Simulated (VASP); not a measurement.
# SiO2 (P4_2/mnm) in VASP: a series of runs, part 2 of 2

VASP 6.6.1. The steps go on from the part before.

## 4. Single point, PBE (strain -2.0%)

INCAR reads:

```
SYSTEM = SiO2
ALGO = Normal ; EDIFF = 1E-6
ENCUT = 520 ; GGA = PE
ISIF = 2 ; ISMEAR = -1
LASPH = .TRUE. ; LCHARG = .FALSE.
LREAL = .FALSE. ; LWAVE = .FALSE.
NBANDS = 25 ; NELM = 80
PREC = Accurate ; SIGMA = 0.02
```

KPOINTS reads:

```
k-points
0
G
  6 6 10
  0 0 0
```

POSCAR reads:

```
SiO2
1.0
    4.1014850227      0.0000000000      0.0000000000
    0.0000000000      4.1014850227      0.0000000000
    0.0000000000      0.0000000000      2.6154630931
Si O
2 4
Direct
    0.0000000000      0.0000000000      0.0000000000
    0.5000000000      0.5000000000      0.5000000000
    0.3041475490      0.3041475490      0.0000000000
    0.1958524510      0.8041475490      0.5000000000
    0.8041475490      0.1958524510      0.5000000000
    0.6958524510      0.6958524510      0.0000000000
```

Potentials or basis: VASP PAW PBE potentials, release 64 (Si, O).

On the command line:

```sh
> cat potpaw_PBE.64/Si/POTCAR potpaw_PBE.64/O/POTCAR > POTCAR
> mpirun -np 1 vasp_std > vasp.out
```

OUTCAR:

```text
SYSTEM = SiO2
   EDIFF = 1E-6
   ENCUT = 520
   GGA = PE
   ISIF = 2
   ISMEAR = -1
   LASPH = .TRUE.
   LREAL = .FALSE.
   NELM = 80
   PREC = Accurate

 ion  position               nearest neighbor table
   1  0.000  0.000  0.000-   4 1.73   5 1.73   4 1.73   5 1.73   3 1.76   6 1.76
   2  0.500  0.500  0.500-   3 1.73   6 1.73   3 1.73   6 1.73   5 1.76   4 1.76
   3  0.304  0.304  0.000-   2 1.73   2 1.73   1 1.76
   4  0.196  0.804  0.500-   1 1.73   1 1.73   2 1.76
   5  0.804  0.196  0.500-   1 1.73   1 1.73   2 1.76
   6  0.696  0.696  0.000-   2 1.73   2 1.73   1 1.76

  LATTYP: Found a simple tetragonal cell.
 ALAT       =     4.1014850227
 C/A-ratio  =     0.6376868570

  Lattice vectors:

 A1 = (   4.1014850227,   0.0000000000,   0.0000000000)
 A2 = (   0.0000000000,   4.1014850227,   0.0000000000)
 A3 = (   0.0000000000,   0.0000000000,   2.6154630931)

Analysis of symmetry for initial positions (statically):
=====================================================================
 Subroutine PRICEL returns:
 Original cell was already a primitive cell.

 Routine SETGRP: Setting up the symmetry group for a
 simple tetragonal supercell.

 Subroutine GETGRP returns: Found 16 space group operations
 (whereof  8 operations were pure point group operations)
 out of a pool of 16 trial point group operations.

The static configuration has the point symmetry D_2h.
 The point group associated with its full space group is D_4h.

Analysis of symmetry for dynamics (positions and initial velocities):
=====================================================================
 Subroutine PRICEL returns:
 Original cell was already a primitive cell.

 Routine SETGRP: Setting up the symmetry group for a
 simple tetragonal supercell.

 Subroutine GETGRP returns: Found 16 space group operations
 (whereof  8 operations were pure point group operations)
 out of a pool of 16 trial point group operations.

The dynamic configuration has the point symmetry D_2h.
 The point group associated with its full space group is D_4h.

 Subroutine INISYM returns: Found 16 space group operations
 (whereof  8 operations are pure point group operations),
 and found     1 'primitive' translations

----------------------------------------------------------------------------------------

                                     Primitive cell

  volume of cell :      43.9978

  direct lattice vectors                    reciprocal lattice vectors
     4.101485023  0.000000000  0.000000000     0.243814129  0.000000000  0.000000000
     0.000000000  4.101485023  0.000000000     0.000000000  0.243814129  0.000000000
     0.000000000  0.000000000  2.615463093     0.000000000  0.000000000  0.382341469

  length of vectors
     4.101485023  4.101485023  2.615463093     0.243814129  0.243814129  0.382341469

  position of ions in fractional coordinates (direct lattice)
     0.000000000  0.000000000  0.000000000
     0.500000000  0.500000000  0.500000000
     0.304147549  0.304147549  0.000000000
     0.195852451  0.804147549  0.500000000
     0.804147549  0.195852451  0.500000000
     0.695852451  0.695852451  0.000000000

  ion indices of the primitive-cell ions
   primitive index   ion index
                 1           1
[... 25 lines left out ...]
     0.000000000  0.000000000  0.000000000

 Subroutine IBZKPT returns following result:
 ===========================================

 Found     60 irreducible k-points:

 Following reciprocal coordinates:
            Coordinates               Weight
  0.000000  0.000000  0.000000      1.000000
  0.166667  0.000000  0.000000      4.000000
  0.333333  0.000000  0.000000      4.000000
  0.500000  0.000000  0.000000      2.000000
  0.166667  0.166667  0.000000      4.000000
  0.333333  0.166667  0.000000      8.000000
[... 16 lines left out ...]
  0.333333  0.000000  0.200000      8.000000
  0.500000  0.000000  0.200000      4.000000
 [... further k-points ...]
   k-points           NKPTS =     60   k-points in BZ     NKDIM =     60   number of bands    NBANDS=     25
   number of dos      NEDOS =    301   number of ions     NIONS =      6
   total plane-waves  NPLWV =  20480
   dimension x,y,z NGX =    32 NGY =   32 NGZ =   20
   dimension x,y,z NGXF=    64 NGYF=   64 NGZF=   40
   ions per type =               2   4
   NGX,Y,Z   is equivalent  to a cutoff of  12.97, 12.97, 12.71 a.u.
   NGXF,Y,Z  is equivalent  to a cutoff of  25.94, 25.94, 25.43 a.u.
 SYSTEM =  SiO2
   PREC   = accura    normal or accurate (medium, high low for compatibility)
   ISTART =      0    job   : 0-new  1-cont  2-samecut
   ICHARG =      2    charge: 1-file 2-atom 10-const
   ISPIN  =      1    spin polarized calculation?
   LNONCOLLINEAR =      F non collinear calculations
   LSORBIT =      F    spin-orbit coupling
   LASPH  =      T    aspherical Exc in radial PAW
   ENCUT  =  520.0 eV  38.22 Ry    6.18 a.u.   7.63  7.63  4.86*2*pi/ulx,y,z
   NELM   =     80;   NELMIN=  2; NELMDL= -5     # of ELM steps
   EDIFF  = 0.1E-05   stopping-criterion for ELM
   LREAL  =      F    real-space projection
   EDIFFG = 0.1E-04   stopping-criterion for IOM
   NSW    =      0    number of steps for IOM
   IBRION =     -1    ionic relax: 0-MD 1-quasi-New 2-CG
   NFREE  =      0    steps in history (QN), initial steepest desc. (CG)
   ISIF   =      2    stress and relaxation
   ISYM   =      2    0-nonsym 1-usesym 2-fastsym
   POTIM  = 0.5000    time-step for ionic-motion
   TEBEG  =    0.0;   TEEND  =   0.0 temperature during run
   PSTRESS=    0.0 pullay stress
   NELECT =      32.0000    total number of electrons
   NUPDOWN=      -1.0000    fix difference up-down
   EMIN   =  10.00;   EMAX   =-10.00  energy-range for DOS
   EFERMI =   0.00;   METHOD = LEGACY
   ISMEAR =    -1;   SIGMA  =   0.02  broadening in eV -4-tet -1-fermi 0-gaus
   EFERMI_NEDOS =   21; number of points for ismear=-14 and -15
   IALGO  =     38    algorithm
   IMIX   =      4    mixing-type and parameters
     AMIX     =   0.40;   BMIX     =  1.00
     AMIX_MAG =   1.60;   BMIX_MAG =  1.00
  volume/ion in A,a.u.               =       7.33        49.49
  Fermi-wavevector in a.u.,A,eV,Ry     =   1.472249  2.782147 29.490852  2.167516
  Thomas-Fermi vector in A             =   2.587286
   LORBIT       =      0    0 simple, 1 ext, 2 COOP (PROOUT), +10 PAW based schemes
   GGA     = PE    functional components
   LHFCALC =     F    Hartree Fock is set to
   AEXX    =    0.0000 exact exchange contribution
   IVDW    =     0    specifies the selected vdW correction
   LEPSILON=     F    determine dielectric tensor
   LRPA    =     F    only Hartree local field effects (RPA)
 non-spin polarized calculation
  energy-cutoff  :      520.00
  volume of cell :       44.00
 maximum number of plane-waves:      1210
 NGX is ok and might be reduce to    32
   NGX = 15   NGY = 15   NGZ =  9

 number of electron      31.9999987 magnetization

 Free energy of the ion-electron system (eV)
  ---------------------------------------------------
  ext. energy  EPLUGINS =         0.00000000
  ---------------------------------------------------
  free energy    TOTEN  =       -45.92058403 eV

  energy without entropy =      -45.92058403  energy(sigma->0) =      -45.92058403

 E-fermi :   9.5423     XC(G=0): -12.5733

 val. band max:        9.0716695562   @ k =   0.0000   0.0000   0.0000
 cond. band min:      15.6554435817   @ k =   0.0000   0.0000   0.0000
 fundamental gap:      6.5837740255
 Fermi energy:         9.5422902747

 k-point     1 :       0.0000    0.0000    0.0000
  band No.  band energies     occupation
      1     -14.1299      2.00000
      2     -10.2372      2.00000
      3     -10.2372      2.00000
      4      -9.8663      2.00000
      5      -2.2960      2.00000
      6       2.2406      2.00000
[... 661 lines left out ...]
     24      22.0148      0.00000
     25      23.6020      0.00000

 [... further k-points ...]
[... 5 lines left out ...]
  --------------------------------------------------------------------------------------
  -------------------------------------------------------------------------------------
  Total        8.0717488      8.0717488     10.1485340      0.0000000      0.0000000      0.0000000
  in kB      293.9323353    293.9323353    369.5583658      0.0000000      0.0000000      0.0000000
  external PRESSURE =     319.1410121 kB  Pullay stress =       0.0000000 kB

 VOLUME and BASIS-vectors are now :
 -----------------------------------------------------------------------------
  energy-cutoff  :      520.00
  volume of cell :       44.00
      direct lattice vectors                 reciprocal lattice vectors
     4.101485023  0.000000000  0.000000000     0.243814129  0.000000000  0.000000000
     0.000000000  4.101485023  0.000000000     0.000000000  0.243814129  0.000000000
     0.000000000  0.000000000  2.615463093     0.000000000  0.000000000  0.382341469

 POSITION                                       TOTAL-FORCE (eV/Angst)
 -----------------------------------------------------------------------------------
      0.00000      0.00000      0.00000         0.000000      0.000000     -0.000000
      2.05074      2.05074      1.30773         0.000000      0.000000     -0.000000
      1.24746      1.24746      0.00000        -0.073200     -0.073200      0.000000
      0.80329      3.29820      1.30773         0.073200     -0.073200     -0.000000
      3.29820      0.80329      1.30773        -0.073200      0.073200     -0.000000
      2.85403      2.85403      0.00000         0.073200      0.073200     -0.000000
 -----------------------------------------------------------------------------------
    total drift:                                0.000000     -0.000000      0.000000

  FREE ENERGIE OF THE ION-ELECTRON SYSTEM (eV)
  ---------------------------------------------------
  free  energy   TOTEN  =       -45.9205840280 eV

  energy  without entropy=      -45.9205840280  energy(sigma->0) =      -45.92058403
```

It took 30 s on 1 thread of Intel Xeon Platinum 8488C (Sapphire Rapids), shared host; peak memory 0.18 GiB.

Results:

| Property | Result |
| --- | --- |
| Free energy | -45.9206 eV |
| Pressure | 31.9 GPa |
| Largest force | 0.104 eV/Å |
| Band gap on the k mesh | 6.58 eV |

Forces on the atoms (eV/Å):
```
Si   0.000  0.000  0.000
Si   0.000  0.000  0.000
O   -0.073 -0.073  0.000
O    0.073 -0.073  0.000
O   -0.073  0.073  0.000
O    0.073  0.073  0.000
```

Levels at points of the mesh, in eV from the valence-band top:
```csv
k point,band 12,band 13,band 14,band 15,band 16,band 17,band 18,band 19,band 20,band 21
"(0.00, 0.00, 0.00)",-3.29,-2.49,-0.94,-0.94,0.00,6.58,6.96,8.96,8.96,11.17
"(0.50, 0.00, 0.00)",-4.21,-2.78,-2.78,-1.12,-1.12,8.50,8.50,9.54,9.54,11.44
"(0.50, 0.50, 0.00)",-3.43,-2.89,-2.89,-2.50,-2.50,8.16,8.16,10.64,10.64,13.82
"(0.00, 0.00, 0.50)",-4.94,-3.39,-3.39,-2.88,-2.88,9.83,9.83,13.18,13.18,13.64
"(0.50, 0.00, 0.50)",-4.31,-2.43,-2.43,-1.92,-1.92,9.29,9.29,10.48,10.48,12.56
"(0.50, 0.50, 0.50)",-4.69,-1.83,-1.83,-1.71,-1.71,7.74,7.74,11.53,11.53,11.79
```

Caveat: the cell differs from its parent crystal (strain -2.0%); the cell stands under pressure.

## 5. Summary

```csv
cell,gap on the mesh (eV),pressure (GPa),largest force (eV/Å)
"a = 4.018, b = 4.018, c = 2.562 Å, 6 atoms",7.17,60.7,0.10
"a = 4.060, b = 4.060, c = 2.589 Å, 6 atoms",7.08,45.4,0.11
"a = 4.101, b = 4.101, c = 2.615 Å, 6 atoms",6.58,31.9,0.10
```

Alike in all rows: task single point; level PBE; potentials or basis VASP PAW PBE potentials, release 64 (Si, O); no spin polarisation; k mesh 6 × 6 × 10; cutoff (eV) 520; smearing fermi-dirac 0.02 eV.

Caveats: the cell stands under pressure.

Absolute energies hang on the potentials; compare differences alone.
